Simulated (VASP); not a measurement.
Runs of VASP 6.6.1 on SnSe. The structure is that of space group F-43m (No. 216), or close to it. The cells are those of the table. 

| level | cell | share of exact exchange | screening parameter | gap on the mesh (eV) | pressure (GPa) |
| --- | --- | --- | --- | --- | --- |
| PBE0 | a = 4.795 Å, angles 60.0°, 2 atoms | 0.25 | - | (b) | -0.8 |
| HSE06 | a = 4.795 Å, angles 60.0°, 2 atoms | 0.25 | 0.2079 1/Å | (d) | -0.7 |
| PBE0 | a = 4.764 Å, angles 60.0°, 2 atoms | 0.25 | - | 0.97 | (a) |
| r2SCAN-based global hybrid with 35 % exact exchange | a = 4.795 Å, angles 60.0°, 2 atoms | 0.35 | - | 1.48 | -1.3 |
| HF | a = 4.795 Å, angles 60.0°, 2 atoms | 1 | - | 4.58 | 2.5 |
| PBEsol-based screened hybrid with 25 % exact exchange | a = 4.684 Å, angles 60.0°, 2 atoms | 0.25 | 0.207 1/Å | - | 0.0 |
| B3LYP | a = 4.795 Å, angles 60.0°, 2 atoms | 0.2 | - | (c) | 0.9 |
| PBE-based screened hybrid with 25 % exact exchange | a = 4.758 Å, angles 60.0°, 2 atoms | 0.25 | 0.3 1/Å | 0.20 | 0.0 |

Alike in all rows: task single point; potentials or basis VASP PAW PBE potentials, release 64 (Sn_d, Se); no spin polarisation; k mesh 4 × 4 × 4; cutoff (eV) 520; smearing fermi-dirac 0.05 eV.

Task: Fill in the values left out.

Result: (a) -0.1; (b) 1.04; (c) 0.90; (d) 0.40.

Caveats: some runs use coarse meshes; the PAW data sets were made with another functional, which shifts forces and pressure a little; spin-orbit coupling is left out, which moves the levels of the heavy elements.

A k mesh can miss the band edges, and the runs leave out spin-orbit coupling on Se, Sn.
